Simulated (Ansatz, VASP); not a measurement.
**Two plane-wave programs on Ga3As3CO**

Contents of INCAR:

```
SYSTEM = Ga3As3CO
ALGO     = Normal         ! electronic algorithm
DIPOL    = 0.5 0.5 0.320
EDIFF    = 1E-6           ! SCF threshold, eV
ENCUT    = 520            ! plane-wave cutoff, eV
GGA      = PE             ! functional
GGA_COMPAT= .FALSE.      
IDIPOL   = 3            
ISIF     = 2              ! what is computed and relaxed
ISMEAR   = 0              ! smearing method
IVDW     = 12             ! dispersion correction
LASPH    = .TRUE.         ! aspherical terms in the spheres
LCHARG   = .TRUE.         ! write CHGCAR
LDIPOL   = .TRUE.       
LELF     = .TRUE.         ! ELF
LREAL    = .FALSE.        ! projectors in reciprocal space
LVACPOTAV= .TRUE.       
LVHAR    = .TRUE.       
LWAVE    = .FALSE.        ! write WAVECAR
NBANDS   = 57             ! bands
NELM     = 120            ! most SCF steps
NELMDL   = -8           
PREC     = Accurate       ! precision mode
SIGMA    = 0.05           ! smearing width, eV
```

File KPOINTS:

```
k-points
0
G
  7 5 1
  0 0 0
```

POSCAR

```
Ga3As3CO
1.0
    4.0137031111      0.0000000000      0.0000000000
    0.0000000000      5.6762333751      0.0000000000
    0.0000000000      0.0000000000     23.3352699083
Ga As O C
3 3 1 1
Direct
    0.5000000000      0.5000000000      0.1714143447
    0.0000000000      0.0653835255      0.2680035048
    0.5000000000      0.4894639609      0.3228546357
    0.0000000000      0.2500000000      0.1714143447
    0.5000000000      0.8102208698      0.2504948966
    0.0000000000      0.2887573198      0.3593388866
    0.0000000000      1.1220906532      0.4836142866
    0.0000000000      1.1220906532      0.5328959107
```

Input for Ansatz:

```yaml
crystal:
  lattice:
    - [4.0137031111, 0.0, 0.0]
    - [0.0, 5.6762333751, 0.0]
    - [0.0, 0.0, 23.3352699083]
  atoms:
    - { symbol: Ga, position: [0.5, 0.5, 0.1714143447] }
    - { symbol: As, position: [0.0, 0.25, 0.1714143447] }
    - { symbol: Ga, position: [0.0, 0.0653835255, 0.2680035048] }
    - { symbol: As, position: [0.5, 0.8102208698, 0.2504948966] }
    - { symbol: Ga, position: [0.5, 0.4894639609, 0.3228546357] }
    - { symbol: As, position: [0.0, 0.2887573198, 0.3593388866] }
    - { symbol: O, position: [0.0, 1.1220906532, 0.4836142866] }
    - { symbol: C, position: [0.0, 1.1220906532, 0.5328959107] }
basis:
  ecutwfc: 420
kpoints:
  mp_grid: { grid: [7, 5, 1] }
hamiltonian:
  xc: pbe
  pseudopotentials: { kind: paw, azcp: { folder: soft_1 } }
  dispersion: d3bj
scf:
  occupations: { method: gaussian, width: 0.05 }
output:
  forces: true
  eigenvalues: true
efield:
  axis: 3
  dipole_correction: true
  ramp_width: 0.04
```

Alike in both runs: task single point; functional PBE; dispersion D3(BJ); k mesh 7 × 5 × 1; occupations gaussian, width 0.05 eV; no spin polarisation.

```csv
,VASP,Ansatz
version,VASP 6.6.1,Ansatz 0.2.0
potentials or method,"VASP PAW PBE potentials, release 64 (Ga_d, As_d, O, C), cutoff 520 eV","scalar-relativistic, plane waves, PAW"
valence electrons in the cell,94,94
```

Ansatz gave:

- gap on the k mesh at the Fermi level (eV): 0.41
- least direct gap on the mesh (eV): 0.77
- rms of the force components (eV/Å): 0.576

Question: What did VASP give for the same quantities?

Answer: gap on the k mesh at the Fermi level (eV): 0.40; least direct gap on the mesh (eV): 0.76; rms of the force components (eV/Å): 0.404.

Noted on VASP's run: the standard files for N, O and F lose accuracy on very short bonds.
